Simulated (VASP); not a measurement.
# SnTe (F-43m) in VASP: settings compared

The runs below take SnTe through relaxation of cell and atoms, single point, with PBEsol, r2SCAN, HSE06.

Everything below comes from runs of VASP 6.6.1. Logs are shortened: lines on timing, memory, paths and dates and some standing lists are left out, and cuts for length are marked.

**1. The cell of the first run**

The structure is cubic, space group F-43m (No. 216). The conventional cell has a = 7.222 Å, b = 7.222 Å, c = 7.222 Å, α = 90.00°, β = 90.00°, γ = 90.00°. Within 4.1 Å of Te (site symmetry -43m) lie 4 Sn at 3.13 Å. Within 4.1 Å of Sn (site symmetry -43m) lie 4 Te at 3.13 Å.

**2. Relaxation of cell and atoms, PBEsol, target pressure 10 GPa, at which the enthalpy is minimised**

The input, INCAR:

```
PREC = Accurate ; ENCUT = 600
EDIFF = 1E-6 ; ISMEAR = -1
SIGMA = 0.05 ; LREAL = False
LASPH = True ; NELM = 100
ALGO = Normal ; ISIF = 3
LWAVE = False ; LCHARG = False
GGA = PS ; IBRION = 2
NSW = 80 ; EDIFFG = -0.005
PSTRESS = 100.0
```

The input, KPOINTS:

```
regular mesh
0
Gamma
  7 7 7
```

The input, POSCAR:

```
SnTe
1.0
    0.0000000000      3.6111460000      3.6111460000
    3.6111460000      0.0000000000      3.6111460000
    3.6111460000      3.6111460000      0.0000000000
Te Sn
1 1
Direct
    0.2500000000      0.2500000000      0.2500000000
    0.0000000000      0.0000000000      0.0000000000
```

Potentials or basis: VASP PAW PBE potentials, release 64 (Te, Sn_d).

On the command line:

```
cat potpaw_PBE.64/Te/POTCAR potpaw_PBE.64/Sn_d/POTCAR > POTCAR
mpirun -np 1 vasp_std > vasp.out
```

OUTCAR:

```text
PREC = Accurate
   ENCUT = 600
   EDIFF = 1E-6
   ISMEAR = -1
   LREAL = False
   LASPH = True
   NELM = 100
   ISIF = 3
   GGA = PS
   IBRION = 2
   NSW = 80
   EDIFFG = -0.005
   PSTRESS = 100.0

 ion  position               nearest neighbor table
   1  0.250  0.250  0.250-   2 3.13   2 3.13   2 3.13   2 3.13
   2  0.000  0.000  0.000-   1 3.13   1 3.13   1 3.13   1 3.13

  LATTYP: Found a face centered cubic cell.
 ALAT       =     7.2222920000

  Lattice vectors:

 A1 = (   0.0000000000,   3.6111460000,   3.6111460000)
 A2 = (   3.6111460000,   0.0000000000,   3.6111460000)
 A3 = (   3.6111460000,   3.6111460000,   0.0000000000)

Analysis of symmetry for initial positions (statically):
=====================================================================
 Subroutine PRICEL returns:
 Original cell was already a primitive cell.

 Routine SETGRP: Setting up the symmetry group for a
 face centered cubic supercell.

 Subroutine GETGRP returns: Found 24 space group operations
 (whereof 24 operations were pure point group operations)
 out of a pool of 48 trial point group operations.

The static configuration has the point symmetry T_d .

Analysis of symmetry for dynamics (positions and initial velocities):
=====================================================================
 Subroutine PRICEL returns:
 Original cell was already a primitive cell.

 Routine SETGRP: Setting up the symmetry group for a
 face centered cubic supercell.

 Subroutine GETGRP returns: Found 24 space group operations
 (whereof 24 operations were pure point group operations)
 out of a pool of 48 trial point group operations.

The dynamic configuration has the point symmetry T_d .

 Subroutine INISYM returns: Found 24 space group operations
 (whereof 24 operations are pure point group operations),
 and found     1 'primitive' translations

----------------------------------------------------------------------------------------

                                     Primitive cell

  volume of cell :      94.1814

  direct lattice vectors                    reciprocal lattice vectors
     0.000000000  3.611146000  3.611146000    -0.138460201  0.138460201  0.138460201
     3.611146000  0.000000000  3.611146000     0.138460201 -0.138460201  0.138460201
     3.611146000  3.611146000  0.000000000     0.138460201  0.138460201 -0.138460201

  length of vectors
     5.106931649  5.106931649  5.106931649     0.239820102  0.239820102  0.239820102

  position of ions in fractional coordinates (direct lattice)
     0.250000000  0.250000000  0.250000000
     0.000000000  0.000000000  0.000000000

  ion indices of the primitive-cell ions
   primitive index   ion index
                 1           1
                 2           2

----------------------------------------------------------------------------------------

 KPOINTS: regular mesh

Automatic generation of k-mesh.
 Grid dimensions read from file:
 generate k-points for:    7    7    7

 Generating k-lattice:

  Cartesian coordinates                     Fractional coordinates (reciprocal lattice)
    -0.019780029  0.019780029  0.019780029     0.142857143  0.000000000  0.000000000
     0.019780029 -0.019780029  0.019780029     0.000000000  0.142857143  0.000000000
     0.019780029  0.019780029 -0.019780029     0.000000000  0.000000000  0.142857143

  Length of vectors
     0.034260015  0.034260015  0.034260015

  Shift w.r.t. Gamma in fractional coordinates (k-lattice)
     0.000000000  0.000000000  0.000000000

 Subroutine IBZKPT returns following result:
 ===========================================

 Found     20 irreducible k-points:

 Following reciprocal coordinates:
            Coordinates               Weight
  0.000000  0.000000  0.000000      1.000000
  0.142857  0.000000  0.000000      8.000000
  0.285714  0.000000  0.000000      8.000000
  0.428571  0.000000  0.000000      8.000000
  0.142857  0.142857  0.000000      6.000000
  0.285714  0.142857  0.000000     24.000000
[... 12 lines left out ...]
 -0.428571  0.428571  0.142857     24.000000
 -0.285714  0.428571  0.142857     24.000000
   k-points           NKPTS =     20   k-points in BZ     NKDIM =     20   number of bands    NBANDS=     14
   number of dos      NEDOS =    301   number of ions     NIONS =      2
   total plane-waves  NPLWV =  74088
   dimension x,y,z NGX =    42 NGY =   42 NGZ =   42
   dimension x,y,z NGXF=    84 NGYF=   84 NGZF=   84
   ions per type =               1   1
   NGX,Y,Z   is equivalent  to a cutoff of  13.67, 13.67, 13.67 a.u.
   NGXF,Y,Z  is equivalent  to a cutoff of  27.34, 27.34, 27.34 a.u.
 SYSTEM =  unknown system
   PREC   = accura    normal or accurate (medium, high low for compatibility)
   ISTART =      0    job   : 0-new  1-cont  2-samecut
   ICHARG =      2    charge: 1-file 2-atom 10-const
   ISPIN  =      1    spin polarized calculation?
   LNONCOLLINEAR =      F non collinear calculations
   LSORBIT =      F    spin-orbit coupling
   LASPH  =      T    aspherical Exc in radial PAW
   ENCUT  =  600.0 eV  44.10 Ry    6.64 a.u.  10.20 10.20 10.20*2*pi/ulx,y,z
   NELM   =    100;   NELMIN=  2; NELMDL= -5     # of ELM steps
   EDIFF  = 0.1E-05   stopping-criterion for ELM
   LREAL  =      F    real-space projection
   EDIFFG = -.5E-02   stopping-criterion for IOM
   NSW    =     80    number of steps for IOM
   IBRION =      2    ionic relax: 0-MD 1-quasi-New 2-CG
   NFREE  =      1    steps in history (QN), initial steepest desc. (CG)
   ISIF   =      3    stress and relaxation
   ISYM   =      2    0-nonsym 1-usesym 2-fastsym
   POTIM  = 0.5000    time-step for ionic-motion
   TEBEG  =    0.0;   TEEND  =   0.0 temperature during run
   PSTRESS=  100.0 pullay stress
   NELECT =      20.0000    total number of electrons
   NUPDOWN=      -1.0000    fix difference up-down
   EMIN   =  10.00;   EMAX   =-10.00  energy-range for DOS
   EFERMI =   0.00;   METHOD = LEGACY
   ISMEAR =    -1;   SIGMA  =   0.05  broadening in eV -4-tet -1-fermi 0-gaus
   EFERMI_NEDOS =   21; number of points for ismear=-14 and -15
   IALGO  =     38    algorithm
   IMIX   =      4    mixing-type and parameters
     AMIX     =   0.40;   BMIX     =  1.00
     AMIX_MAG =   1.60;   BMIX_MAG =  1.00
  volume/ion in A,a.u.               =      47.09       317.78
  Fermi-wavevector in a.u.,A,eV,Ry     =   0.976704  1.845704 12.979296  0.953951
  Thomas-Fermi vector in A             =   2.107344
   LORBIT       =      0    0 simple, 1 ext, 2 COOP (PROOUT), +10 PAW based schemes
   GGA     = PS    functional components
   LHFCALC =     F    Hartree Fock is set to
   AEXX    =    0.0000 exact exchange contribution
   IVDW    =     0    specifies the selected vdW correction
   LEPSILON=     F    determine dielectric tensor
   LRPA    =     F    only Hartree local field effects (RPA)
 conjugate gradient relaxation of ions
 non-spin polarized calculation
  energy-cutoff  :      600.00
  volume of cell :       94.18
 maximum number of plane-waves:      3166
 NGX is ok and might be reduce to    42
   NGX = 21   NGY = 21   NGZ = 21

--------------------------------------- Ionic step        1  -------------------------------------------

 number of electron      20.0000000 magnetization

 Free energy of the ion-electron system (eV)
  ---------------------------------------------------
  ext. energy  EPLUGINS =         0.00000000
  ---------------------------------------------------
  free energy    TOTEN  =        -7.60315988 eV

  energy without entropy =       -7.60149109  energy(sigma->0) =       -7.60232548

 E-fermi :   3.0252     XC(G=0):  -7.6281

 val. band max:        2.8459053824   @ k =  -0.2857   0.4286   0.1429
 cond. band min:       3.1290789699   @ k =   0.4286   0.4286   0.0000
 fundamental gap:      0.2831735874
 Fermi energy:         3.0251596622

 k-point     1 :       0.0000    0.0000    0.0000
  band No.  band energies     occupation
      1     -18.6598      2.00000
      2     -18.6598      2.00000
      3     -18.6598      2.00000
      4     -18.6506      2.00000
      5     -18.6506      2.00000
      6      -8.5079      2.00000
      7      -2.1782      2.00000
      8       1.1123      2.00000
      9       1.1123      2.00000
     10       1.1123      2.00000
     11       4.0299      0.00000
     12       4.0299      0.00000
     13       4.0300      0.00000
     14       7.0163      0.00000

 k-point     2 :       0.1429    0.0000    0.0000
  band No.  band energies     occupation
      1     -18.6601      2.00000
      2     -18.6596      2.00000
      3     -18.6596      2.00000
      4     -18.6506      2.00000
      5     -18.6506      2.00000
      6      -8.4224      2.00000
      7      -2.5771      2.00000
      8       0.9872      2.00000
      9       0.9872      2.00000
     10       1.1956      2.00000
     11       4.1929      0.00000
     12       4.2377      0.00000
     13       4.2377      0.00000
     14       7.6344      0.00000
[... 507 lines left out ...]
 VOLUME and BASIS-vectors are now :
 -----------------------------------------------------------------------------
  energy-cutoff  :      600.00
  volume of cell :       70.27
      direct lattice vectors                 reciprocal lattice vectors
     0.000000000  3.275318056  3.275318056    -0.152656930  0.152656930  0.152656930
     3.275318056  0.000000000  3.275318056     0.152656930 -0.152656930  0.152656930
     3.275318056  3.275318056  0.000000000     0.152656930  0.152656930 -0.152656930

 POSITION                                       TOTAL-FORCE (eV/Angst)
 -----------------------------------------------------------------------------------
      1.63766      1.63766      1.63766         0.000000     -0.000000      0.000000
      0.00000      0.00000      0.00000        -0.000000      0.000000     -0.000000
 -----------------------------------------------------------------------------------
    total drift:                                0.000000      0.000000      0.000000

  FREE ENERGIE OF THE ION-ELECTRON SYSTEM (eV)
  ---------------------------------------------------
  free  energy   TOTEN  =        -7.1572848362 eV

  energy  without entropy=       -7.1485379234  energy(sigma->0) =       -7.15291138

  enthalpy is  TOTEN    =        -2.7711714813 eV   P V=        4.3861133549

--------------------------------------- Ionic step        7  -------------------------------------------

 number of electron      20.0000003 magnetization

 Free energy of the ion-electron system (eV)
  ---------------------------------------------------
  ext. energy  EPLUGINS =         0.00000000
  ---------------------------------------------------
  free energy    TOTEN  =        -7.14422347 eV

  energy without entropy =       -7.13540460  energy(sigma->0) =       -7.13981403

 E-fermi :   5.9461     XC(G=0):  -8.9137

 val. band max:        5.8070810281   @ k =   0.2857   0.2857   0.0000
 cond. band min:       5.9717230698   @ k =  -0.2857   0.4286   0.1429
 fundamental gap:      0.1646420418
 Fermi energy:         5.9460891847

 k-point     1 :       0.0000    0.0000    0.0000
  band No.  band energies     occupation
      1     -15.9613      2.00000
      2     -15.9613      2.00000
      3     -15.9613      2.00000
      4     -15.9211      2.00000
      5     -15.9211      2.00000
      6      -7.4625      2.00000
      7       1.7109      2.00000
      8       3.2763      2.00000
      9       3.2763      2.00000
     10       3.2763      2.00000
     11       6.6346      0.00000
     12       6.6346      0.00000
     13       6.6346      0.00000
     14       9.8045      0.00000

 k-point     2 :       0.1429    0.0000    0.0000
  band No.  band energies     occupation
      1     -15.9628      2.00000
      2     -15.9601      2.00000
      3     -15.9601      2.00000
      4     -15.9212      2.00000
      5     -15.9212      2.00000
      6      -7.3172      2.00000
      7       0.5801      2.00000
      8       3.0822      2.00000
      9       3.0822      2.00000
     10       3.8075      2.00000
     11       6.9350      0.00000
     12       6.9350      0.00000
     13       6.9569      0.00000
     14      10.6292      0.00000
[... 317 lines left out ...]
 VOLUME and BASIS-vectors are now :
 -----------------------------------------------------------------------------
  energy-cutoff  :      600.00
  volume of cell :       70.06
      direct lattice vectors                 reciprocal lattice vectors
     0.000000000  3.272032790  3.272032790    -0.152810205  0.152810205  0.152810205
     3.272032790  0.000000000  3.272032790     0.152810205 -0.152810205  0.152810205
     3.272032790  3.272032790  0.000000000     0.152810205  0.152810205 -0.152810205

 POSITION                                       TOTAL-FORCE (eV/Angst)
 -----------------------------------------------------------------------------------
      1.63602      1.63602      1.63602         0.000000      0.000000      0.000000
      0.00000      0.00000      0.00000        -0.000000     -0.000000     -0.000000
 -----------------------------------------------------------------------------------
    total drift:                                0.000000      0.000000      0.000000

  FREE ENERGIE OF THE ION-ELECTRON SYSTEM (eV)
  ---------------------------------------------------
  free  energy   TOTEN  =        -7.1442234706 eV

  energy  without entropy=       -7.1354045980  energy(sigma->0) =       -7.13981403

  enthalpy is  TOTEN    =        -2.7712951861 eV   P V=        4.3729282845

 reached required accuracy - stopping structural energy minimisation
```

Wall time 3.1 min (1 thread of Intel Xeon Platinum 8488C (Sapphire Rapids), shared host); peak memory 0.29 GiB.

Results:

- Free energy: -7.1442 eV
- Relaxed volume: 35.03 Å³/atom
- Relaxed cell: a = 4.627 Å, b = 4.627 Å, c = 4.627 Å, α = 60.00°, β = 60.00°, γ = 60.00°
- Space group after relaxing (to 0.05 Å): F-43m (No. 216)
- Energy change on relaxing (the enthalpy is what falls): +229.5 meV/atom
- Ionic steps: 7
- Pressure after relaxing: 10.0 GPa
- Band gap on the k mesh: zero (band 10 reaches 5.97 eV, above the bottom of band 11 at 5.44 eV)

The path:
```
step  energy change (eV)  largest force (eV/Å)  pressure (GPa)  volume (Å³)
   1              0.0000                0.0000           -1.38        94.18
   2              2.1735                0.0000           31.10        55.55
   3              0.4146                0.0000            9.38        70.80
   4              0.4503                0.0000            9.86        70.20
   5              0.4775                0.0000           10.25        69.77
   6              0.4459                0.0000            9.83        70.27
   7              0.4589                0.0000            9.99        70.06
```

Final structure:
```xyz
2
Lattice="0.0000 3.2720 3.2720 3.2720 0.0000 3.2720 3.2720 3.2720 0.0000" Properties=species:S:1:pos:R:3 pbc="T T T"
Te    1.6360    1.6360    1.6360
Sn    0.0000    0.0000    0.0000
```

Levels at points of the mesh, in eV from the Fermi level:
| k point | band 7 | band 8 | band 9 | band 10 | band 11 | band 12 | band 13 | band 14 |
| --- | --- | --- | --- | --- | --- | --- | --- | --- |
| (0.00, 0.00, 0.00) | -4.24 | -2.67 | -2.67 | -2.67 | 0.69 | 0.69 | 0.69 | 3.86 |

Caveat: the cell is relaxed towards a set pressure, so the enthalpy falls and the energy may rise; the volume moved by over 15 % at a fixed basis, so the end points are rough; the PAW data sets were made with another functional, which shifts forces and pressure a little; spin-orbit coupling is left out, which moves the levels of the heavy elements.

**3. Single point, r2SCAN, non-collinear spin, zero start, spin-orbit coupling**

POSCAR is that of step 2.

The input, INCAR.step1:

```
PREC = Accurate
ENCUT = 520
ISMEAR = -1
SIGMA = 0.05
LREAL = F
LASPH = T
NELM = 150
MAGMOM = 0 0 0 0 0 0
LSORBIT = T
GGA_COMPAT = F
NBANDS = 32
GGA = PE
ALGO = Normal
EDIFF = 1E-4
LWAVE = T
LCHARG = F
```

The input, INCAR.step2:

```
PREC = Accurate
ENCUT = 520
EDIFF = 1E-6
ISMEAR = -1
SIGMA = 0.05
LREAL = F
LASPH = T
NELM = 150
ALGO = Normal
ISIF = 2
LWAVE = F
LCHARG = F
MAGMOM = 0 0 0 0 0 0
LORBIT = 11
LSORBIT = T
GGA_COMPAT = F
LORBMOM = T
METAGGA = R2SCAN
LMIXTAU = T
NBANDS = 32
ISTART = 1
```

KPOINTS is that of step 2.

Potentials or basis: VASP PAW PBE potentials, release 64 (Te, Sn_d).

On the command line:

```
cat potpaw_PBE.64/Te/POTCAR potpaw_PBE.64/Sn_d/POTCAR > POTCAR
cp INCAR.step1 INCAR
mpirun -np 1 vasp_ncl > vasp.out
cp INCAR.step2 INCAR
mpirun -np 1 vasp_ncl > vasp.out
```

It took 14 min on 1 thread of Intel Xeon 6975P-C (Granite Rapids), shared host; peak memory 0.66 GiB.

It converged, with:

```yaml
Free_energy: -50.2152 eV
Pressure: -0.6 GPa
Net_moment: 0.00 μB per cell
Valence_electrons_inside_the_program's_atomic_spheres: Te 3.39; Sn 12.04
```

Moments on the atoms (μB; x, y, z):
```
Te  0.00 0.00 0.00
Sn  0.00 0.00 0.00
```

Caveat: the PAW data sets were made with another functional, which shifts forces and pressure a little.

**4. Single point, HSE06**

This run uses another cell than the first one, of 48.03 Å³/atom, 1.020 times its volume.

The input, POSCAR:

```
SnTe
1.0
    0.0000000000      3.6350615711      3.6350615711
    3.6350615711      0.0000000000      3.6350615711
    3.6350615711      3.6350615711      0.0000000000
Te Sn
1 1
Direct
    0.2500000000      0.2500000000      0.2500000000
    0.0000000000      0.0000000000      0.0000000000
```

The input, INCAR.step1:

```
PREC = Accurate
ENCUT = 520
EDIFF = 1E-5
ISMEAR = -1
SIGMA = 0.05
LREAL = F
LASPH = T
NELM = 100
ALGO = Normal
ISIF = 2
LWAVE = T
LCHARG = F
NBANDS = 17
GGA = PE
```

The input, INCAR.step2:

```
PREC = Accurate
ENCUT = 520
EDIFF = 1E-6
ISMEAR = -1
SIGMA = 0.05
LREAL = F
LASPH = T
NELM = 100
ALGO = Normal
ISIF = 2
LWAVE = F
LCHARG = F
GGA = PE
LHFCALC = T
HFSCREEN = 0.2079
PRECFOCK = Normal
NBANDS = 17
ISTART = 1
```

The input, KPOINTS:

```
regular mesh
0
Gamma
  4 4 4
```

On the command line:

```
cat potpaw_PBE.64/Te/POTCAR potpaw_PBE.64/Sn_d/POTCAR > POTCAR
cp INCAR.step1 INCAR
mpirun -np 1 vasp_std > vasp.out
cp INCAR.step2 INCAR
mpirun -np 1 vasp_std > vasp.out
```

Run time: 22 min. Hardware: 1 thread of AMD EPYC 7R43 (Zen 3), shared host; peak memory 0.31 GiB.

The run converged. Its results:

```yaml
Free_energy: -8.4304 eV
Pressure: -1.2 GPa
Band_gap_on_the_k_mesh: 0.43 eV, indirect (least direct gap 1.17 eV)
```

Levels at points of the mesh, in eV from the valence-band top:
```tsv
k point	band 6	band 7	band 8	band 9	band 10	band 11	band 12	band 13	band 14	band 15
(0.00, 0.00, 0.00)	-12.65	-5.67	-2.20	-2.20	-2.20	1.39	1.39	1.39	4.52	7.02
(0.50, 0.00, 0.00)	-12.05	-7.70	-2.76	-2.76	-2.19	2.23	2.23	3.86	6.12	6.87
(0.50, 0.50, 0.00)	-11.81	-8.10	-3.46	-3.46	-0.74	0.43	4.44	4.44	5.91	6.88
```

Caveat: the PAW data sets were made with another functional, which shifts forces and pressure a little; spin-orbit coupling is left out, which moves the levels of the heavy elements. A k mesh can miss the band edges.

(Continued in part 2 of 2.)
